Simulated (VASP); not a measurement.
# Nb (Fm-3m) in VASP: further runs, part 3 of 3

VASP 6.6.1. The steps go on from the part before.

### 5 Single point, PBE

This run uses another cell than the first one, of 19.14 Å³/atom, 1.041 times its volume.

The input, INCAR:

```
SYSTEM = Nb
ALGO = Normal
EDIFF = 1E-6
ENCUT = 520
GGA = PE
ISIF = 2
ISMEAR = -1
LASPH = .True.
LCHARG = .False.
LREAL = .False.
LWAVE = .False.
NBANDS = 12
NELM = 80
PREC = Accurate
SIGMA = 0.06122561905347299
```

The input, KPOINTS:

```
k-points
0
Gamma
  22 22 22
  0 0 0
```

The input, POSCAR:

```
Nb
1.0
    0.0000000000      2.1230622649      2.1230622649
    2.1230622649      0.0000000000      2.1230622649
    2.1230622649      2.1230622649      0.0000000000
Nb
1
Direct
    0.0000000000      0.0000000000      0.0000000000
```

Potentials or basis: VASP PAW PBE potentials, release 64 (Nb_sv).

Launch:

```sh
$ cat potpaw_PBE.64/Nb_sv/POTCAR > POTCAR
$ mpirun -np 1 vasp_std > vasp.out
```

OUTCAR:

```text
SYSTEM = Nb
   EDIFF = 1E-6
   ENCUT = 520
   GGA = PE
   ISIF = 2
   ISMEAR = -1
   LASPH = .True.
   LREAL = .False.
   NELM = 80
   PREC = Accurate

 ion  position               nearest neighbor table
   1  0.000  0.000  0.000-

  LATTYP: Found a face centered cubic cell.
 ALAT       =     4.2461245298

  Lattice vectors:

 A1 = (   0.0000000000,   2.1230622649,   2.1230622649)
 A2 = (   2.1230622649,   0.0000000000,   2.1230622649)
 A3 = (   2.1230622649,   2.1230622649,   0.0000000000)

Analysis of symmetry for initial positions (statically):
=====================================================================
 Subroutine PRICEL returns:
 Original cell was already a primitive cell.

 Routine SETGRP: Setting up the symmetry group for a
 face centered cubic supercell.

 Subroutine GETGRP returns: Found 48 space group operations
 (whereof 48 operations were pure point group operations)
 out of a pool of 48 trial point group operations.

The static configuration has the point symmetry O_h .

Analysis of symmetry for dynamics (positions and initial velocities):
=====================================================================
 Subroutine PRICEL returns:
 Original cell was already a primitive cell.

 Routine SETGRP: Setting up the symmetry group for a
 face centered cubic supercell.

 Subroutine GETGRP returns: Found 48 space group operations
 (whereof 48 operations were pure point group operations)
 out of a pool of 48 trial point group operations.

The dynamic configuration has the point symmetry O_h .

 Subroutine INISYM returns: Found 48 space group operations
 (whereof 48 operations are pure point group operations),
 and found     1 'primitive' translations

----------------------------------------------------------------------------------------

                                     Primitive cell

  volume of cell :      19.1390

  direct lattice vectors                    reciprocal lattice vectors
[... 105 lines left out ...]
     AMIX_MAG =   1.60;   BMIX_MAG =  1.00
  volume/ion in A,a.u.               =      19.14       129.16
  Fermi-wavevector in a.u.,A,eV,Ry     =   1.439074  2.719456 28.176779  2.070935
  Thomas-Fermi vector in A             =   2.557970
   LORBIT       =      0    0 simple, 1 ext, 2 COOP (PROOUT), +10 PAW based schemes
   GGA     = PE    functional components
   LHFCALC =     F    Hartree Fock is set to
   AEXX    =    0.0000 exact exchange contribution
   IVDW    =     0    specifies the selected vdW correction
   LEPSILON=     F    determine dielectric tensor
   LRPA    =     F    only Hartree local field effects (RPA)
 non-spin polarized calculation
  energy-cutoff  :      520.00
  volume of cell :       19.14
 maximum number of plane-waves:       533
   NGX = 11   NGY = 11   NGZ = 11

 number of electron      13.0000000 magnetization

 Free energy of the ion-electron system (eV)
  ---------------------------------------------------
  ext. energy  EPLUGINS =         0.00000000
  ---------------------------------------------------
  free energy    TOTEN  =        -9.89869796 eV

  energy without entropy =       -9.87970485  energy(sigma->0) =       -9.88920141

 E-fermi :  10.6984     XC(G=0): -12.1929

 val. band max:       10.6982516186   @ k =   0.5000   0.0455   0.0000
 cond. band min:      10.6987425541   @ k =   0.3636   0.2727   0.0909
 fundamental gap:      0.0004909355
 Fermi energy:        10.6984002552

 k-point     1 :       0.0000    0.0000    0.0000
  band No.  band energies     occupation
      1     -44.1236      2.00000
      2     -19.5457      2.00000
      3     -19.5457      2.00000
      4     -19.5457      2.00000
      5       4.5189      2.00000
      6      10.8107      0.27555
      7      10.8107      0.27555
      8      10.8107      0.27555
      9      13.3337      0.00000
     10      13.3337      0.00000
     11      22.4923      0.00000
     12      27.1845      0.00000
[... 331 lines left out ...]
 k-point    24 :      -0.4545    0.0455    0.0000
  band No.  band energies     occupation
      1     -43.9455      2.00000
      2     -20.6435      2.00000
      3     -19.7087      2.00000
      4     -19.6910      2.00000
      5       7.0033      2.00000
      6      10.5490      1.83970
      7      10.6975      1.00765
      8      11.8072      0.00000
      9      15.1014      0.00000
     10      15.4311      0.00000
     11      20.8809      0.00000
     12      22.4717      0.00000

 [... further k-points ...]
[... 5 lines left out ...]
  --------------------------------------------------------------------------------------
  -------------------------------------------------------------------------------------
  Total       -0.4037737     -0.4037737     -0.4037737     -0.0000000     -0.0000000      0.0000000
  in kB      -33.8010704    -33.8010704    -33.8010704     -0.0000000     -0.0000000      0.0000000
  external PRESSURE =     -33.8010704 kB  Pullay stress =       0.0000000 kB

 VOLUME and BASIS-vectors are now :
 -----------------------------------------------------------------------------
  energy-cutoff  :      520.00
  volume of cell :       19.14
      direct lattice vectors                 reciprocal lattice vectors
     0.000000000  2.123062265  2.123062265    -0.235508872  0.235508872  0.235508872
     2.123062265  0.000000000  2.123062265     0.235508872 -0.235508872  0.235508872
     2.123062265  2.123062265  0.000000000     0.235508872  0.235508872 -0.235508872

 POSITION                                       TOTAL-FORCE (eV/Angst)
 -----------------------------------------------------------------------------------
      0.00000      0.00000      0.00000        -0.000000      0.000000     -0.000000
 -----------------------------------------------------------------------------------
    total drift:                               -0.000000     -0.000000      0.000000

  FREE ENERGIE OF THE ION-ELECTRON SYSTEM (eV)
  ---------------------------------------------------
  free  energy   TOTEN  =        -9.8986979599 eV

  energy  without entropy=       -9.8797048503  energy(sigma->0) =       -9.88920141
```

OSZICAR:

```text
N       E                     dE             d eps       ncg     rms          rms(c)
DAV:   1     0.116453546138E+03    0.11645E+03   -0.72419E+03  7912   0.107E+03
DAV:   2    -0.567853723501E+01   -0.12213E+03   -0.11788E+03  8556   0.385E+02
DAV:   3    -0.100843970681E+02   -0.44059E+01   -0.42222E+01 11232   0.648E+01
DAV:   4    -0.103726873640E+02   -0.28829E+00   -0.28647E+00 11136   0.151E+01
DAV:   5    -0.103845278687E+02   -0.11841E-01   -0.11831E-01 11724   0.243E+00    0.647E+00
DAV:   6    -0.994710491153E+01    0.43742E+00   -0.68864E-01 12520   0.102E+01    0.228E+00
DAV:   7    -0.989429296890E+01    0.52812E-01   -0.20609E-01 12976   0.556E+00    0.101E+00
DAV:   8    -0.989864466562E+01   -0.43517E-02   -0.12901E-02  9392   0.149E+00    0.468E-02
DAV:   9    -0.989868441298E+01   -0.39747E-04   -0.91721E-04 13452   0.328E-01    0.376E-02
DAV:  10    -0.989870203626E+01   -0.17623E-04   -0.15354E-05  9436   0.551E-02    0.137E-02
DAV:  11    -0.989869805027E+01    0.39860E-05   -0.72924E-06 10104   0.455E-02    0.225E-03
DAV:  12    -0.989869795987E+01    0.90398E-07   -0.37096E-07  5996   0.639E-03
   1 F= -.98986980E+01 E0= -.98892014E+01  d E =-.189931E-01
```

Wall time 67 s (1 thread of AMD EPYC 7R13 (Zen 3), shared host); peak memory 0.16 GiB.

What came out:

| Item | Value |
| --- | --- |
| Free energy | -9.8987 eV |
| Pressure | -3.4 GPa |

### 6 Single point, PBE

This run uses another cell than the first one, of 19.51 Å³/atom, 1.061 times its volume.

The input, INCAR:

```
SYSTEM = Nb
PREC = Accurate
ENCUT = 520
EDIFF = 1E-6
ISMEAR = -1
SIGMA = 0.06122561905347299
LREAL = .False.
LASPH = .True.
NELM = 80
ALGO = Normal
ISIF = 2
LWAVE = .False.
LCHARG = .False.
GGA = PE
NBANDS = 12
```

The input, KPOINTS:

```
Automatic mesh
0
Gamma
  22 22 22
  0 0 0
```

The input, POSCAR:

```
Nb
1.0
    0.0000000000      2.1368487698      2.1368487698
    2.1368487698      0.0000000000      2.1368487698
    2.1368487698      2.1368487698      0.0000000000
Nb
1
Direct
    0.0000000000      0.0000000000      0.0000000000
```

Potentials or basis: VASP PAW PBE potentials, release 64 (Nb_sv).

Launch:

```sh
$ cat potpaw_PBE.64/Nb_sv/POTCAR > POTCAR
$ mpirun -np 1 vasp_std > vasp.out
```

OUTCAR:

```text
SYSTEM = Nb
   PREC = Accurate
   ENCUT = 520
   EDIFF = 1E-6
   ISMEAR = -1
   LREAL = .False.
   LASPH = .True.
   NELM = 80
   ISIF = 2
   GGA = PE

 ion  position               nearest neighbor table
   1  0.000  0.000  0.000-

  LATTYP: Found a face centered cubic cell.
 ALAT       =     4.2736975396

  Lattice vectors:

 A1 = (   0.0000000000,   2.1368487698,   2.1368487698)
 A2 = (   2.1368487698,   0.0000000000,   2.1368487698)
 A3 = (   2.1368487698,   2.1368487698,   0.0000000000)

Analysis of symmetry for initial positions (statically):
=====================================================================
 Subroutine PRICEL returns:
 Original cell was already a primitive cell.

 Routine SETGRP: Setting up the symmetry group for a
 face centered cubic supercell.

 Subroutine GETGRP returns: Found 48 space group operations
 (whereof 48 operations were pure point group operations)
 out of a pool of 48 trial point group operations.

The static configuration has the point symmetry O_h .

Analysis of symmetry for dynamics (positions and initial velocities):
=====================================================================
 Subroutine PRICEL returns:
 Original cell was already a primitive cell.

 Routine SETGRP: Setting up the symmetry group for a
 face centered cubic supercell.

 Subroutine GETGRP returns: Found 48 space group operations
 (whereof 48 operations were pure point group operations)
 out of a pool of 48 trial point group operations.

The dynamic configuration has the point symmetry O_h .

 Subroutine INISYM returns: Found 48 space group operations
 (whereof 48 operations are pure point group operations),
 and found     1 'primitive' translations

----------------------------------------------------------------------------------------

                                     Primitive cell

  volume of cell :      19.5142

  direct lattice vectors                    reciprocal lattice vectors
[... 105 lines left out ...]
     AMIX_MAG =   1.60;   BMIX_MAG =  1.00
  volume/ion in A,a.u.               =      19.51       131.69
  Fermi-wavevector in a.u.,A,eV,Ry     =   1.429790  2.701911 27.814371  2.044299
  Thomas-Fermi vector in A             =   2.549705
   LORBIT       =      0    0 simple, 1 ext, 2 COOP (PROOUT), +10 PAW based schemes
   GGA     = PE    functional components
   LHFCALC =     F    Hartree Fock is set to
   AEXX    =    0.0000 exact exchange contribution
   IVDW    =     0    specifies the selected vdW correction
   LEPSILON=     F    determine dielectric tensor
   LRPA    =     F    only Hartree local field effects (RPA)
 non-spin polarized calculation
  energy-cutoff  :      520.00
  volume of cell :       19.51
 maximum number of plane-waves:       544
   NGX = 11   NGY = 11   NGZ = 11

 number of electron      12.9999999 magnetization

 Free energy of the ion-electron system (eV)
  ---------------------------------------------------
  ext. energy  EPLUGINS =         0.00000000
  ---------------------------------------------------
  free energy    TOTEN  =        -9.88761070 eV

  energy without entropy =       -9.86840041  energy(sigma->0) =       -9.87800555

 E-fermi :  10.4354     XC(G=0): -12.0952

 val. band max:       10.4249478444   @ k =   0.4545   0.1364   0.0455
 cond. band min:      10.4422369773   @ k =   0.3636   0.0909   0.0000
 fundamental gap:      0.0172891329
 Fermi energy:        10.4353781915

 k-point     1 :       0.0000    0.0000    0.0000
  band No.  band energies     occupation
      1     -44.4126      2.00000
      2     -19.8670      2.00000
      3     -19.8670      2.00000
      4     -19.8670      2.00000
      5       4.3063      2.00000
      6      10.5576      0.23911
      7      10.5576      0.23911
      8      10.5576      0.23911
      9      13.0125      0.00000
     10      13.0125      0.00000
     11      22.2046      0.00000
     12      26.8129      0.00000
[... 331 lines left out ...]
 k-point    24 :      -0.4545    0.0455    0.0000
  band No.  band energies     occupation
      1     -44.2485      2.00000
      2     -20.8975      2.00000
      3     -20.0205      2.00000
      4     -20.0040      2.00000
      5       6.8097      2.00000
      6      10.3049      1.78778
      7      10.4501      0.88038
      8      11.4856      0.00000
      9      14.7310      0.00000
     10      15.0508      0.00000
     11      20.3719      0.00000
     12      22.1593      0.00000

 [... further k-points ...]
[... 5 lines left out ...]
  --------------------------------------------------------------------------------------
  -------------------------------------------------------------------------------------
  Total       -0.7578506     -0.7578506     -0.7578506      0.0000000      0.0000000      0.0000000
  in kB      -62.2218342    -62.2218342    -62.2218342      0.0000000      0.0000000      0.0000000
  external PRESSURE =     -62.2218342 kB  Pullay stress =       0.0000000 kB

 VOLUME and BASIS-vectors are now :
 -----------------------------------------------------------------------------
  energy-cutoff  :      520.00
  volume of cell :       19.51
      direct lattice vectors                 reciprocal lattice vectors
     0.000000000  2.136848770  2.136848770    -0.233989418  0.233989418  0.233989418
     2.136848770  0.000000000  2.136848770     0.233989418 -0.233989418  0.233989418
     2.136848770  2.136848770  0.000000000     0.233989418  0.233989418 -0.233989418

 POSITION                                       TOTAL-FORCE (eV/Angst)
 -----------------------------------------------------------------------------------
      0.00000      0.00000      0.00000         0.000000      0.000000      0.000000
 -----------------------------------------------------------------------------------
    total drift:                               -0.000000     -0.000000     -0.000000

  FREE ENERGIE OF THE ION-ELECTRON SYSTEM (eV)
  ---------------------------------------------------
  free  energy   TOTEN  =        -9.8876106965 eV

  energy  without entropy=       -9.8684004061  energy(sigma->0) =       -9.87800555
```

Wall time 65 s (1 thread of AMD EPYC 7R13 (Zen 3), shared host); peak memory 0.17 GiB.

What came out:

```
Free energy : -9.8876 eV
Pressure    : -6.2 GPa
```

### 7 Overview

```tsv
cell	gap on the mesh (eV)	pressure (GPa)
a = 2.963 Å, angles 60.0°, 1 atom	none	3.2
a = 2.983 Å, angles 60.0°, 1 atom	none	-0.3
a = 3.002 Å, angles 60.0°, 1 atom	none	-3.4
a = 3.022 Å, angles 60.0°, 1 atom	none	-6.2
```

Alike in all rows: task single point; level PBE; potentials or basis VASP PAW PBE potentials, release 64 (Nb_sv); no spin polarisation; k mesh 22 × 22 × 22; cutoff (eV) 520; smearing fermi-dirac 0.0612256 eV.

Total energies depend on the potentials used, so only differences within one code and one set of settings carry meaning.
